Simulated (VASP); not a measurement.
# Mg (Pm-3m) in VASP: notebook, part 2 of 2

VASP 6.6.1. Earlier steps stand in the parts before.

## 3. Density of states, LDA

Contents of POSCAR:

```
Mg
1.0
    2.9590815737      0.0000000000      0.0000000000
    0.0000000000      2.9590815737      0.0000000000
    0.0000000000      0.0000000000      2.9590815737
Mg
1
Direct
    0.0000000000      0.0000000000      0.0000000000
```

Contents of INCAR.step1:

```
SYSTEM = Mg
PREC     = Accurate       ! precision mode
ENCUT    = 520            ! plane-wave cutoff, eV
EDIFF    = 1E-7           ! SCF threshold, eV
ISMEAR   = -1             ! smearing method
SIGMA    = 0.05           ! smearing width, eV
LREAL    = .False.        ! projectors in reciprocal space
LASPH    = .True.         ! aspherical terms in the spheres
NELM     = 100            ! most SCF steps
ALGO     = Normal         ! electronic algorithm
ISIF     = 2              ! what is computed and relaxed
LWAVE    = .False.        ! write WAVECAR
LCHARG   = .True.         ! write CHGCAR
NBANDS   = 7              ! bands
```

Contents of KPOINTS.step1:

```
Automatic mesh
0
Gamma
  15 15 15
  0 0 0
```

Contents of INCAR.step2:

```
SYSTEM = Mg
PREC     = Accurate       ! precision mode
ENCUT    = 520            ! plane-wave cutoff, eV
EDIFF    = 1E-7           ! SCF threshold, eV
ISMEAR   = -5             ! smearing method
SIGMA    = 0.05           ! smearing width, eV
LREAL    = .False.        ! projectors in reciprocal space
LASPH    = .True.         ! aspherical terms in the spheres
NELM     = 100            ! most SCF steps
ALGO     = Normal         ! electronic algorithm
ISIF     = 2              ! what is computed and relaxed
LWAVE    = .False.        ! write WAVECAR
LCHARG   = .False.        ! write CHGCAR
LORBIT   = 10             ! projections on sites
NEDOS    = 1001           ! points of the DOS
ICHARG   = 11             ! starting density
```

Contents of KPOINTS.step2:

```
Automatic mesh
0
Gamma
  23 23 23
  0 0 0
```

Potentials or basis: VASP PAW LDA potentials, release 64 (Mg).

Command:

```sh
$ cat potpaw_LDA.64/Mg/POTCAR > POTCAR
$ cp INCAR.step1 INCAR
$ cp KPOINTS.step1 KPOINTS
$ mpirun -np 1 vasp_std > vasp.out
$ cp INCAR.step2 INCAR
$ cp KPOINTS.step2 KPOINTS
$ mpirun -np 1 vasp_std > vasp.out
```

OUTCAR:

```text
SYSTEM = Mg
   PREC = Accurate
   ENCUT = 520
   EDIFF = 1E-7
   ISMEAR = -5
   LREAL = .False.
   LASPH = .True.
   NELM = 100
   ISIF = 2
   LORBIT = 10
   ICHARG = 11

 ion  position               nearest neighbor table
   1  0.000  0.000  0.000-

  LATTYP: Found a simple cubic cell.
 ALAT       =     2.9590815737

  Lattice vectors:

 A1 = (   2.9590815737,   0.0000000000,   0.0000000000)
 A2 = (   0.0000000000,   2.9590815737,   0.0000000000)
 A3 = (   0.0000000000,   0.0000000000,   2.9590815737)

Analysis of symmetry for initial positions (statically):
=====================================================================
 Subroutine PRICEL returns:
 Original cell was already a primitive cell.

 Routine SETGRP: Setting up the symmetry group for a
 simple cubic supercell.

 Subroutine GETGRP returns: Found 48 space group operations
 (whereof 48 operations were pure point group operations)
 out of a pool of 48 trial point group operations.

The static configuration has the point symmetry O_h .

Analysis of symmetry for dynamics (positions and initial velocities):
=====================================================================
 Subroutine PRICEL returns:
 Original cell was already a primitive cell.

 Routine SETGRP: Setting up the symmetry group for a
 simple cubic supercell.

 Subroutine GETGRP returns: Found 48 space group operations
 (whereof 48 operations were pure point group operations)
 out of a pool of 48 trial point group operations.

The dynamic configuration has the point symmetry O_h .

 Subroutine INISYM returns: Found 48 space group operations
 (whereof 48 operations are pure point group operations),
 and found     1 'primitive' translations

----------------------------------------------------------------------------------------

                                     Primitive cell

  volume of cell :      25.9102

  direct lattice vectors                    reciprocal lattice vectors
     2.959081574  0.000000000  0.000000000     0.337942694  0.000000000  0.000000000
     0.000000000  2.959081574  0.000000000     0.000000000  0.337942694  0.000000000
     0.000000000  0.000000000  2.959081574     0.000000000  0.000000000  0.337942694

  length of vectors
     2.959081574  2.959081574  2.959081574     0.337942694  0.337942694  0.337942694

  position of ions in fractional coordinates (direct lattice)
     0.000000000  0.000000000  0.000000000

  ion indices of the primitive-cell ions
   primitive index   ion index
                 1           1

----------------------------------------------------------------------------------------

 KPOINTS: Automatic mesh

Automatic generation of k-mesh.
 Grid dimensions read from file:
 generate k-points for:   23   23   23

 Generating k-lattice:

  Cartesian coordinates                     Fractional coordinates (reciprocal lattice)
     0.014693161  0.000000000  0.000000000     0.043478261  0.000000000  0.000000000
     0.000000000  0.014693161  0.000000000     0.000000000  0.043478261  0.000000000
     0.000000000  0.000000000  0.014693161     0.000000000  0.000000000  0.043478261

  Length of vectors
     0.014693161  0.014693161  0.014693161

  Shift w.r.t. Gamma in fractional coordinates (k-lattice)
     0.000000000  0.000000000  0.000000000

 TETIRR: Found   6051 inequivalent tetrahedra from    73002

 Subroutine IBZKPT returns following result:
 ===========================================

 Found    364 irreducible k-points:

 Following reciprocal coordinates:
            Coordinates               Weight
  0.000000  0.000000  0.000000      1.000000
  0.043478  0.000000  0.000000      6.000000
  0.086957  0.000000  0.000000      6.000000
  0.130435  0.000000  0.000000      6.000000
  0.173913  0.000000  0.000000      6.000000
  0.217391  0.000000  0.000000      6.000000
[... 16 lines left out ...]
  0.478261  0.043478  0.000000     24.000000
  0.086957  0.086957  0.000000     12.000000
 [... further k-points ...]
   k-points           NKPTS =    364   k-points in BZ     NKDIM =    364   number of bands    NBANDS=      5
   number of dos      NEDOS =   1001   number of ions     NIONS =      1
   total plane-waves  NPLWV =  13824
   dimension x,y,z NGX =    24 NGY =   24 NGZ =   24
   dimension x,y,z NGXF=    48 NGYF=   48 NGZF=   48
   ions per type =               1
   NGX,Y,Z   is equivalent  to a cutoff of  13.48, 13.48, 13.48 a.u.
   NGXF,Y,Z  is equivalent  to a cutoff of  26.97, 26.97, 26.97 a.u.
 SYSTEM =  Mg
   PREC   = accura    normal or accurate (medium, high low for compatibility)
   ISTART =      0    job   : 0-new  1-cont  2-samecut
   ICHARG =     11    charge: 1-file 2-atom 10-const
   ISPIN  =      1    spin polarized calculation?
   LNONCOLLINEAR =      F non collinear calculations
   LSORBIT =      F    spin-orbit coupling
   LASPH  =      T    aspherical Exc in radial PAW
   ENCUT  =  520.0 eV  38.22 Ry    6.18 a.u.   5.50  5.50  5.50*2*pi/ulx,y,z
   NELM   =    100;   NELMIN=  2; NELMDL=  0     # of ELM steps
   EDIFF  = 0.1E-06   stopping-criterion for ELM
   LREAL  =      F    real-space projection
   EDIFFG = 0.1E-05   stopping-criterion for IOM
   NSW    =      0    number of steps for IOM
   IBRION =     -1    ionic relax: 0-MD 1-quasi-New 2-CG
   NFREE  =      0    steps in history (QN), initial steepest desc. (CG)
   ISIF   =      2    stress and relaxation
   ISYM   =      2    0-nonsym 1-usesym 2-fastsym
   POTIM  = 0.5000    time-step for ionic-motion
   TEBEG  =    0.0;   TEEND  =   0.0 temperature during run
   PSTRESS=    0.0 pullay stress
   NELECT =       2.0000    total number of electrons
   NUPDOWN=      -1.0000    fix difference up-down
   EMIN   =  10.00;   EMAX   =-10.00  energy-range for DOS
   EFERMI =   0.00;   METHOD = LEGACY
   ISMEAR =    -5;   SIGMA  =   0.05  broadening in eV -4-tet -1-fermi 0-gaus
   EFERMI_NEDOS =   21; number of points for ismear=-14 and -15
   IALGO  =     38    algorithm
   IMIX   =      4    mixing-type and parameters
     AMIX     =   0.40;   BMIX     =  1.00
     AMIX_MAG =   1.60;   BMIX_MAG =  1.00
  volume/ion in A,a.u.               =      25.91       174.85
  Fermi-wavevector in a.u.,A,eV,Ry     =   0.697046  1.317225  6.610699  0.485873
  Thomas-Fermi vector in A             =   1.780264
   LORBIT       =     10    0 simple, 1 ext, 2 COOP (PROOUT), +10 PAW based schemes
   GGA     = CA    functional components
   LHFCALC =     F    Hartree Fock is set to
   AEXX    =    0.0000 exact exchange contribution
   IVDW    =     0    specifies the selected vdW correction
   LEPSILON=     F    determine dielectric tensor
   LRPA    =     F    only Hartree local field effects (RPA)
 non-spin polarized calculation
 Fermi weights with tetrahedron method with Bloechl corrections
  energy-cutoff  :      520.00
  volume of cell :       25.91
 maximum number of plane-waves:       739
 NGX is ok and might be reduce to    24

 number of electron       2.0000000 magnetization

 Free energy of the ion-electron system (eV)
  ---------------------------------------------------
  ext. energy  EPLUGINS =         0.00000000
  ---------------------------------------------------
  free energy    TOTEN  =        -1.41008721 eV

  energy without entropy =       -1.41008721  energy(sigma->0) =       -1.41008721

 E-fermi :   1.8179     XC(G=0):  -8.2589

 val. band max:        1.8554610743   @ k =   0.4783   0.3043   0.2609
 cond. band min:       1.7769779884   @ k =   0.4783   0.3043   0.1304
 fundamental gap:     -0.0784830859
 Fermi energy:         1.8179044780

 k-point     1 :       0.0000    0.0000    0.0000
  band No.  band energies     occupation
      1      -4.5835      2.00000
      2      10.1306      0.00000
      3      10.1306      0.00000
      4      11.6417      0.00000
      5      11.6417      0.00000

 k-point     2 :       0.0435    0.0000    0.0000
  band No.  band energies     occupation
      1      -4.5511      2.00000
      2       9.5621      0.00000
      3      10.1589      0.00000
      4      11.6684      0.00000
      5      11.6684      0.00000
[... 169 lines left out ...]
 k-point    24 :       0.0870    0.0870    0.0000
  band No.  band energies     occupation
      1      -4.3246      2.00000
      2       8.3316      0.00000
      3       9.1478      0.00000
      4      11.8549      0.00000
      5      12.0916      0.00000

 [... further k-points ...]
[... 5 lines left out ...]
  --------------------------------------------------------------------------------------
  -------------------------------------------------------------------------------------
  Total       -0.0302885     -0.0302885     -0.0302885      0.0000000      0.0000000     -0.0000000
  in kB       -1.8729113     -1.8729113     -1.8729113      0.0000000      0.0000000     -0.0000000
  external PRESSURE =      -1.8729113 kB  Pullay stress =       0.0000000 kB

 VOLUME and BASIS-vectors are now :
 -----------------------------------------------------------------------------
  energy-cutoff  :      520.00
  volume of cell :       25.91
      direct lattice vectors                 reciprocal lattice vectors
     2.959081574  0.000000000  0.000000000     0.337942694  0.000000000  0.000000000
     0.000000000  2.959081574  0.000000000     0.000000000  0.337942694  0.000000000
     0.000000000  0.000000000  2.959081574     0.000000000  0.000000000  0.337942694

 POSITION                                       TOTAL-FORCE (eV/Angst)
 -----------------------------------------------------------------------------------
      0.00000      0.00000      0.00000         0.000000      0.000000      0.000000
 -----------------------------------------------------------------------------------
    total drift:                               -0.000000      0.000000      0.000000

  FREE ENERGIE OF THE ION-ELECTRON SYSTEM (eV)
  ---------------------------------------------------
  free  energy   TOTEN  =        -1.4100872056 eV

  energy  without entropy=       -1.4100872056  energy(sigma->0) =       -1.41008721

 total charge

# of ion       s       p       d       tot
------------------------------------------
    1        0.257   0.109   0.009   0.375
```

Wall time 11 s (1 thread of Intel Xeon 6975P-C (Granite Rapids), shared host); peak memory 0.17 GiB.

Results:

* Valence electrons inside the program's atomic spheres: Mg 0.38

Caveat: tetrahedron occupations give inexact forces and stress in metals.

## 4. Density of states, LDA (volume scaled by 0.4)

Contents of POSCAR:

```
Mg
1.0
    2.1802699449      0.0000000000      0.0000000000
    0.0000000000      2.1802699449      0.0000000000
    0.0000000000      0.0000000000      2.1802699449
Mg
1
Direct
    0.0000000000      0.0000000000      0.0000000000
```

Contents of INCAR.step1:

```
SYSTEM = Mg
ALGO = Normal ; EDIFF = 1E-6
ENCUT = 520 ; ISIF = 2
ISMEAR = -1 ; LASPH = .TRUE.
LCHARG = .TRUE. ; LREAL = .FALSE.
LWAVE = .FALSE. ; NBANDS = 7
NELM = 100 ; PREC = Accurate
SIGMA = 0.05
```

Contents of KPOINTS.step1:

```
k-points
0
G
  15 15 15
  0 0 0
```

Contents of INCAR.step2:

```
SYSTEM = Mg
ALGO = Normal ; EDIFF = 1E-6
ENCUT = 520 ; ICHARG = 11
ISIF = 2 ; ISMEAR = -5
LASPH = .TRUE. ; LCHARG = .FALSE.
LORBIT = 10 ; LREAL = .FALSE.
LWAVE = .FALSE. ; NEDOS = 2001
NELM = 100 ; PREC = Accurate
SIGMA = 0.05
```

Contents of KPOINTS.step2:

```
k-points
0
G
  23 23 23
  0 0 0
```

Potentials or basis: VASP PAW LDA potentials, release 64 (Mg).

Command:

```sh
$ cat potpaw_LDA.64/Mg/POTCAR > POTCAR
$ cp INCAR.step1 INCAR
$ cp KPOINTS.step1 KPOINTS
$ mpirun -np 1 vasp_std > vasp.out
$ cp INCAR.step2 INCAR
$ cp KPOINTS.step2 KPOINTS
$ mpirun -np 1 vasp_std > vasp.out
```

OUTCAR:

```text
SYSTEM = Mg
   EDIFF = 1E-6
   ENCUT = 520
   ICHARG = 11
   ISIF = 2
   ISMEAR = -5
   LASPH = .TRUE.
   LORBIT = 10
   LREAL = .FALSE.
   NELM = 100
   PREC = Accurate

 ion  position               nearest neighbor table
   1  0.000  0.000  0.000-

  LATTYP: Found a simple cubic cell.
 ALAT       =     2.1802699449

  Lattice vectors:

 A1 = (   2.1802699449,   0.0000000000,   0.0000000000)
 A2 = (   0.0000000000,   2.1802699449,   0.0000000000)
 A3 = (   0.0000000000,   0.0000000000,   2.1802699449)

Analysis of symmetry for initial positions (statically):
=====================================================================
 Subroutine PRICEL returns:
 Original cell was already a primitive cell.

 Routine SETGRP: Setting up the symmetry group for a
 simple cubic supercell.

 Subroutine GETGRP returns: Found 48 space group operations
 (whereof 48 operations were pure point group operations)
 out of a pool of 48 trial point group operations.

The static configuration has the point symmetry O_h .

Analysis of symmetry for dynamics (positions and initial velocities):
[... 153 lines left out ...]
  ---------------------------------------------------
  free energy    TOTEN  =         1.55772277 eV

  energy without entropy =        1.55772277  energy(sigma->0) =        1.55772277

 E-fermi :   8.7569     XC(G=0): -11.6601

 val. band max:        8.7734879777   @ k =   0.4783   0.4348   0.0870
 cond. band min:       8.7290803806   @ k =   0.3913   0.0435   0.0435
 fundamental gap:     -0.0444075971
 Fermi energy:         8.7569453775

 k-point     1 :       0.0000    0.0000    0.0000
  band No.  band energies     occupation
      1      -2.4726      2.00000
      2      20.2295      0.00000
      3      20.2295      0.00000
      4      27.5047      0.00000
      5      27.5047      0.00000
[... 177 lines left out ...]
 k-point    24 :       0.0870    0.0870    0.0000
  band No.  band energies     occupation
      1      -1.9882      2.00000
      2      18.6061      0.00000
      3      19.7362      0.00000
      4      27.0876      0.00000
      5      27.7135      0.00000

 [... further k-points ...]
[... 5 lines left out ...]
  --------------------------------------------------------------------------------------
  -------------------------------------------------------------------------------------
  Total        8.1596959      8.1596959      8.1596959      0.0000000     -0.0000000      0.0000000
  in kB     1261.4026902   1261.4026902   1261.4026902      0.0000000     -0.0000000      0.0000000
  external PRESSURE =    1261.4026902 kB  Pullay stress =       0.0000000 kB

 VOLUME and BASIS-vectors are now :
 -----------------------------------------------------------------------------
  energy-cutoff  :      520.00
  volume of cell :       10.36
      direct lattice vectors                 reciprocal lattice vectors
     2.180269945  0.000000000  0.000000000     0.458658802  0.000000000  0.000000000
     0.000000000  2.180269945  0.000000000     0.000000000  0.458658802  0.000000000
     0.000000000  0.000000000  2.180269945     0.000000000  0.000000000  0.458658802

 POSITION                                       TOTAL-FORCE (eV/Angst)
 -----------------------------------------------------------------------------------
      0.00000      0.00000      0.00000         0.000000      0.000000      0.000000
 -----------------------------------------------------------------------------------
    total drift:                                0.000000      0.000000      0.000000

  FREE ENERGIE OF THE ION-ELECTRON SYSTEM (eV)
  ---------------------------------------------------
  free  energy   TOTEN  =         1.5577227702 eV

  energy  without entropy=        1.5577227702  energy(sigma->0) =        1.55772277

 total charge

# of ion       s       p       d       tot
------------------------------------------
    1        0.358   0.337   0.083   0.779
```

OUTCAR.step1:

```text
SYSTEM = Mg
   EDIFF = 1E-6
   ENCUT = 520
   ISIF = 2
   ISMEAR = -1
   LASPH = .TRUE.
   LREAL = .FALSE.
[... 455 lines left out ...]
 -----------------------------------------------------------------------------------
      0.00000      0.00000      0.00000         0.000000      0.000000      0.000000
 -----------------------------------------------------------------------------------
    total drift:                                0.000000      0.000000      0.000000

  FREE ENERGIE OF THE ION-ELECTRON SYSTEM (eV)
  ---------------------------------------------------
  free  energy   TOTEN  =         1.5599748650 eV

  energy  without entropy=        1.5625653373  energy(sigma->0) =        1.56127010
```

It took 8.9 s on 1 thread of Intel Xeon Platinum 8488C (Sapphire Rapids), shared host; peak memory 0.13 GiB.

Results:

```yaml
Valence_electrons_inside_the_program's_atomic_spheres: Mg 0.78
```

Levels at points of the mesh, in eV from the Fermi level:
```
           k point  band 1  band 2  band 3  band 4
(0.00, 0.00, 0.00)  -11.23   11.47   11.47   18.75
```

Caveat: tetrahedron occupations give inexact forces and stress in metals.
